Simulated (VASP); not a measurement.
# Ba (I4/mmm) in VASP: further runs

The runs below take Ba through single point, with PBEsol.

Everything below comes from runs of VASP 6.6.1. Logs are shortened: lines on timing, memory, paths and dates and some standing lists are left out, and cuts for length are marked.

**1. The cell of the first run**

Symmetry: I4/mmm, No. 139, tetragonal system. Conventional cell: a = 5.000 Å, b = 5.000 Å, c = 4.950 Å, α = 90.00°, β = 90.00°, γ = 90.00°. Within 5.7 Å of Ba (site symmetry 4/mmm) lie 14 Ba at 4.32 to 5.00 Å.

**2. Single point, PBEsol (zz strain of -1 %)**

File INCAR:

```
SYSTEM = Ba
PREC = Accurate
ENCUT = 520
EDIFF = 1E-6
ISMEAR = -1
SIGMA = 0.05
LREAL = .False.
LASPH = .True.
NELM = 60
ALGO = Normal
ISIF = 2
LWAVE = .False.
LCHARG = .True.
GGA = PS
LELF = .True.
LVHAR = .True.
NBANDS = 11
```

File KPOINTS:

```
regular mesh
0
Gamma
  10 10 10
  0 0 0
```

File POSCAR:

```
Ba
1.0
   -2.5000000000      2.5000000000      2.4750000000
    2.5000000000     -2.5000000000      2.4750000000
    2.5000000000      2.5000000000     -2.4750000000
Ba
1
Direct
    0.0000000000      0.0000000000      0.0000000000
```

Potentials or basis: VASP PAW PBE potentials, release 64 (Ba_sv).

The run is started by

```bash
> cat potpaw_PBE.64/Ba_sv/POTCAR > POTCAR
> mpirun -np 1 vasp_std > vasp.out
```

OUTCAR:

```text
SYSTEM = Ba
   PREC = Accurate
   ENCUT = 520
   EDIFF = 1E-6
   ISMEAR = -1
   LREAL = .False.
   LASPH = .True.
   NELM = 60
   ISIF = 2
   GGA = PS

 ion  position               nearest neighbor table
   1  0.000  0.000  0.000-

  LATTYP: Found a body centered tetragonal cell.
 ALAT       =     5.0000000000
 C/A-ratio  =     0.9900000000

  Lattice vectors:

 A1 = (  -2.5000000000,   2.5000000000,   2.4750000000)
 A2 = (   2.5000000000,  -2.5000000000,   2.4750000000)
 A3 = (   2.5000000000,   2.5000000000,  -2.4750000000)

Analysis of symmetry for initial positions (statically):
=====================================================================
 Subroutine PRICEL returns:
 Original cell was already a primitive cell.

 Routine SETGRP: Setting up the symmetry group for a
 body centered tetragonal supercell.

 Subroutine GETGRP returns: Found 16 space group operations
 (whereof 16 operations were pure point group operations)
 out of a pool of 16 trial point group operations.

The static configuration has the point symmetry D_4h.

Analysis of symmetry for dynamics (positions and initial velocities):
=====================================================================
 Subroutine PRICEL returns:
 Original cell was already a primitive cell.

 Routine SETGRP: Setting up the symmetry group for a
 body centered tetragonal supercell.

 Subroutine GETGRP returns: Found 16 space group operations
 (whereof 16 operations were pure point group operations)
 out of a pool of 16 trial point group operations.

The dynamic configuration has the point symmetry D_4h.

 Subroutine INISYM returns: Found 16 space group operations
 (whereof 16 operations are pure point group operations),
 and found     1 'primitive' translations

----------------------------------------------------------------------------------------

                                     Primitive cell

  volume of cell :      61.8750

  direct lattice vectors                    reciprocal lattice vectors
    -2.500000000  2.500000000  2.475000000     0.000000000  0.200000000  0.202020202
     2.500000000 -2.500000000  2.475000000     0.200000000  0.000000000  0.202020202
     2.500000000  2.500000000 -2.475000000     0.200000000  0.200000000  0.000000000

  length of vectors
     4.315741535  4.315741535  4.315741535     0.284274800  0.284274800  0.282842712

  position of ions in fractional coordinates (direct lattice)
     0.000000000  0.000000000  0.000000000

  ion indices of the primitive-cell ions
   primitive index   ion index
                 1           1

----------------------------------------------------------------------------------------

 KPOINTS: regular mesh

Automatic generation of k-mesh.
 Grid dimensions read from file:
 generate k-points for:   10   10   10

 Generating k-lattice:

  Cartesian coordinates                     Fractional coordinates (reciprocal lattice)
     0.000000000  0.020000000  0.020202020     0.100000000 -0.000000000  0.000000000
     0.020000000  0.000000000  0.020202020    -0.000000000  0.100000000  0.000000000
     0.020000000  0.020000000  0.000000000     0.000000000  0.000000000  0.100000000

  Length of vectors
     0.028427480  0.028427480  0.028284271

  Shift w.r.t. Gamma in fractional coordinates (k-lattice)
     0.000000000  0.000000000  0.000000000

 Subroutine IBZKPT returns following result:
 ===========================================

 Found    102 irreducible k-points:

 Following reciprocal coordinates:
            Coordinates               Weight
  0.000000  0.000000  0.000000      1.000000
  0.100000  0.000000 -0.000000      8.000000
  0.200000  0.000000 -0.000000      8.000000
  0.300000  0.000000 -0.000000      8.000000
  0.400000  0.000000 -0.000000      8.000000
  0.500000  0.000000 -0.000000      4.000000
[... 16 lines left out ...]
  0.300000  0.300000 -0.000000      8.000000
  0.400000  0.300000 -0.000000     16.000000
 [... further k-points ...]
   k-points           NKPTS =    102   k-points in BZ     NKDIM =    102   number of bands    NBANDS=     11
   number of dos      NEDOS =    301   number of ions     NIONS =      1
   total plane-waves  NPLWV =  32768
   dimension x,y,z NGX =    32 NGY =   32 NGZ =   32
   dimension x,y,z NGXF=    64 NGYF=   64 NGZF=   64
   ions per type =               1
   NGX,Y,Z   is equivalent  to a cutoff of  12.33, 12.33, 12.33 a.u.
   NGXF,Y,Z  is equivalent  to a cutoff of  24.65, 24.65, 24.65 a.u.
 SYSTEM =  Ba
   PREC   = accura    normal or accurate (medium, high low for compatibility)
   ISTART =      0    job   : 0-new  1-cont  2-samecut
   ICHARG =      2    charge: 1-file 2-atom 10-const
   ISPIN  =      1    spin polarized calculation?
   LNONCOLLINEAR =      F non collinear calculations
   LSORBIT =      F    spin-orbit coupling
   LASPH  =      T    aspherical Exc in radial PAW
   ENCUT  =  520.0 eV  38.22 Ry    6.18 a.u.   8.02  8.02  8.02*2*pi/ulx,y,z
   NELM   =     60;   NELMIN=  2; NELMDL= -5     # of ELM steps
   EDIFF  = 0.1E-05   stopping-criterion for ELM
   LREAL  =      F    real-space projection
   EDIFFG = 0.1E-04   stopping-criterion for IOM
   NSW    =      0    number of steps for IOM
   IBRION =     -1    ionic relax: 0-MD 1-quasi-New 2-CG
   NFREE  =      0    steps in history (QN), initial steepest desc. (CG)
   ISIF   =      2    stress and relaxation
   ISYM   =      2    0-nonsym 1-usesym 2-fastsym
   POTIM  = 0.5000    time-step for ionic-motion
   TEBEG  =    0.0;   TEEND  =   0.0 temperature during run
   PSTRESS=    0.0 pullay stress
   NELECT =      10.0000    total number of electrons
   NUPDOWN=      -1.0000    fix difference up-down
   EMIN   =  10.00;   EMAX   =-10.00  energy-range for DOS
   EFERMI =   0.00;   METHOD = LEGACY
   ISMEAR =    -1;   SIGMA  =   0.05  broadening in eV -4-tet -1-fermi 0-gaus
   EFERMI_NEDOS =   21; number of points for ismear=-14 and -15
   IALGO  =     38    algorithm
   IMIX   =      4    mixing-type and parameters
     AMIX     =   0.40;   BMIX     =  1.00
     AMIX_MAG =   1.60;   BMIX_MAG =  1.00
  volume/ion in A,a.u.               =      61.88       417.55
  Fermi-wavevector in a.u.,A,eV,Ry     =   0.891736  1.685137 10.819265  0.795194
  Thomas-Fermi vector in A             =   2.013595
   LORBIT       =      0    0 simple, 1 ext, 2 COOP (PROOUT), +10 PAW based schemes
   GGA     = PS    functional components
   LHFCALC =     F    Hartree Fock is set to
   AEXX    =    0.0000 exact exchange contribution
   IVDW    =     0    specifies the selected vdW correction
   LEPSILON=     F    determine dielectric tensor
   LRPA    =     F    only Hartree local field effects (RPA)
 non-spin polarized calculation
  energy-cutoff  :      520.00
  volume of cell :       61.88
 maximum number of plane-waves:      1684
   NGX = 15   NGY = 15   NGZ = 15

 number of electron      10.0000000 magnetization

 number of electron       9.9999998 magnetization

 Free energy of the ion-electron system (eV)
  ---------------------------------------------------
  ext. energy  EPLUGINS =         0.00000000
  ---------------------------------------------------
  free energy    TOTEN  =        -2.14813183 eV

  energy without entropy =       -2.13701385  energy(sigma->0) =       -2.14257284

 E-fermi :   1.5802     XC(G=0):  -7.5650

 val. band max:        1.5636561312   @ k =  -0.3000   0.4000   0.3000
 cond. band min:       1.5953783062   @ k =  -0.3000  -0.4000   0.1000
 fundamental gap:      0.0317221749
 Fermi energy:         1.5801713690

 k-point     1 :       0.0000    0.0000    0.0000
  band No.  band energies     occupation
      1     -27.2319      2.00000
      2     -12.1524      2.00000
      3     -12.1524      2.00000
      4     -12.1520      2.00000
      5      -1.1831      2.00000
      6       3.3855      0.00000
      7       3.4477      0.00000
      8       3.4477      0.00000
      9       4.8404      0.00000
     10       4.9318      0.00000
     11       8.5599      0.00000

 k-point     2 :       0.1000    0.0000   -0.0000
  band No.  band energies     occupation
      1     -27.2274      2.00000
      2     -12.2029      2.00000
      3     -12.1681      2.00000
      4     -12.1526      2.00000
      5      -0.9916      2.00000
      6       3.2592      0.00000
      7       3.3559      0.00000
      8       3.6146      0.00000
      9       4.6709      0.00000
     10       4.8599      0.00000
     11       8.8110      0.00000

 k-point     3 :       0.2000    0.0000   -0.0000
  band No.  band energies     occupation
      1     -27.2156      2.00000
      2     -12.3318      2.00000
      3     -12.2086      2.00000
      4     -12.1538      2.00000
      5      -0.4750      2.00000
      6       2.9158      0.00000
      7       2.9845      0.00000
      8       4.1866      0.00000
      9       4.5718      0.00000
     10       4.8806      0.00000
     11       9.1123      0.00000

 k-point     4 :       0.3000    0.0000   -0.0000
  band No.  band energies     occupation
      1     -27.2009      2.00000
      2     -12.4838      2.00000
      3     -12.2579      2.00000
      4     -12.1554      2.00000
      5       0.1695      2.00000
      6       2.5689      0.00000
      7       2.6229      0.00000
      8       4.7669      0.00000
      9       5.0237      0.00000
     10       5.0915      0.00000
     11       8.5599      0.00000
[... 239 lines left out ...]
 k-point    22 :      -0.2000    0.2000    0.0000
  band No.  band energies     occupation
      1     -27.2157      2.00000
      2     -12.3322      2.00000
      3     -12.2068      2.00000
      4     -12.1527      2.00000
      5      -0.4826      2.00000
      6       2.9553      0.00000
      7       2.9635      0.00000
      8       4.2125      0.00000
      9       4.5009      0.00000
     10       4.9186      0.00000
     11       9.0719      0.00000

 k-point    23 :       0.3000    0.3000   -0.0000
  band No.  band energies     occupation
      1     -27.1794      2.00000
      2     -12.5381      2.00000
      3     -12.4412      2.00000
      4     -12.2140      2.00000
      5       1.5550      1.24653
      6       2.0518      0.00016
      7       2.3265      0.00000
      8       4.9549      0.00000
      9       5.3013      0.00000
     10       6.5839      0.00000
     11       7.7967      0.00000

 k-point    24 :       0.4000    0.3000   -0.0000
  band No.  band energies     occupation
      1     -27.1795      2.00000
      2     -12.5375      2.00000
      3     -12.4413      2.00000
      4     -12.2128      2.00000
      5       1.5607      1.19275
      6       2.0668      0.00012
      7       2.3044      0.00000
      8       4.9869      0.00000
      9       5.2266      0.00000
     10       6.6100      0.00000
     11       7.7863      0.00000

 [... further k-points ...]
[... 5 lines left out ...]
  --------------------------------------------------------------------------------------
  -------------------------------------------------------------------------------------
  Total       -0.1841688     -0.1841688     -0.1654253      0.0000000      0.0000000      0.0000000
  in kB       -4.7688248     -4.7688248     -4.2834862      0.0000000      0.0000000      0.0000000
  external PRESSURE =      -4.6070453 kB  Pullay stress =       0.0000000 kB

 VOLUME and BASIS-vectors are now :
 -----------------------------------------------------------------------------
  energy-cutoff  :      520.00
  volume of cell :       61.88
      direct lattice vectors                 reciprocal lattice vectors
    -2.500000000  2.500000000  2.475000000     0.000000000  0.200000000  0.202020202
     2.500000000 -2.500000000  2.475000000     0.200000000  0.000000000  0.202020202
     2.500000000  2.500000000 -2.475000000     0.200000000  0.200000000  0.000000000

 POSITION                                       TOTAL-FORCE (eV/Angst)
 -----------------------------------------------------------------------------------
      0.00000      0.00000      0.00000         0.000000     -0.000000      0.000000
 -----------------------------------------------------------------------------------
    total drift:                               -0.000000      0.000000     -0.000000

  FREE ENERGIE OF THE ION-ELECTRON SYSTEM (eV)
  ---------------------------------------------------
  free  energy   TOTEN  =        -2.1481318297 eV

  energy  without entropy=       -2.1370138495  energy(sigma->0) =       -2.14257284
```

It took 36 s on 1 thread of Intel Xeon Platinum 8259CL at 2.50GHz (Skylake/Cascade Lake), shared host; peak memory 0.21 GiB.

What came out:

* Free energy: -2.1481 eV
* Pressure: -0.5 GPa
* Band gap on the k mesh: zero (band 5 reaches 1.94 eV, above the bottom of band 6 at 1.04 eV)

Caveat: the cell differs from its parent crystal (zz strain of -1 %); the PAW data sets were made with another functional, which shifts forces and pressure a little; spin-orbit coupling is left out, which moves the levels of the heavy elements.

**3. Single point, PBEsol (zz strain of +1 %)**

File INCAR:

```
  PREC = Accurate
  ENCUT = 520
  EDIFF = 1E-6
  ISMEAR = -1
  SIGMA = 0.05
  LREAL = F
  LASPH = T
  NELM = 100
  ALGO = Normal
  ISIF = 2
  LWAVE = F
  LCHARG = F
  GGA = PS
  NBANDS = 11
```

File KPOINTS:

```
regular mesh
0
Gamma
  10 10 10
```

File POSCAR:

```
Ba
1.0
   -2.5000000000      2.5000000000      2.5250000000
    2.5000000000     -2.5000000000      2.5250000000
    2.5000000000      2.5000000000     -2.5250000000
Ba
1
Direct
    0.0000000000      0.0000000000      0.0000000000
```

Potentials or basis: VASP PAW PBE potentials, release 64 (Ba_sv).

The run is started by

```bash
> cat potpaw_PBE.64/Ba_sv/POTCAR > POTCAR
> mpirun -np 1 vasp_std > vasp.out
```

Wall time 36 s (1 thread of Intel Xeon Platinum 8259CL at 2.50GHz (Skylake/Cascade Lake), shared host); peak memory 0.22 GiB.

It converged, with:

```yaml
Free_energy: -2.1439 eV
Pressure: -0.6 GPa
Band_gap_on_the_k_mesh: zero (band 5 reaches 1.86 eV, above the bottom of band 6 at 1.00 eV)
```

Levels at points of the mesh, in eV from the Fermi level:
```
           k point  band 1  band 2  band 3  band 4  band 5  band 6  band 7  band 8  band 9  band 10
(0.00, 0.00, 0.00)  -28.85  -13.78  -13.78  -13.78   -2.76    1.80    1.80    1.86    3.21     3.30
(0.50, 0.00, 0.00)  -28.81  -14.24  -13.93  -13.78   -0.89    0.71    1.25    3.17    3.79     5.24
(0.50, 0.50, 0.00)  -28.80  -14.24  -13.93  -13.79   -0.89    0.65    1.29    3.26    3.83     5.25
(0.50, 0.50, 0.50)  -28.77  -14.11  -14.10  -14.10   -0.53   -0.51    4.27    4.38    4.38     4.73
```

Caveat: the cell differs from its parent crystal (zz strain of +1 %); the PAW data sets were made with another functional, which shifts forces and pressure a little; spin-orbit coupling is left out, which moves the levels of the heavy elements.

(Part 1 of 2 ends here.)
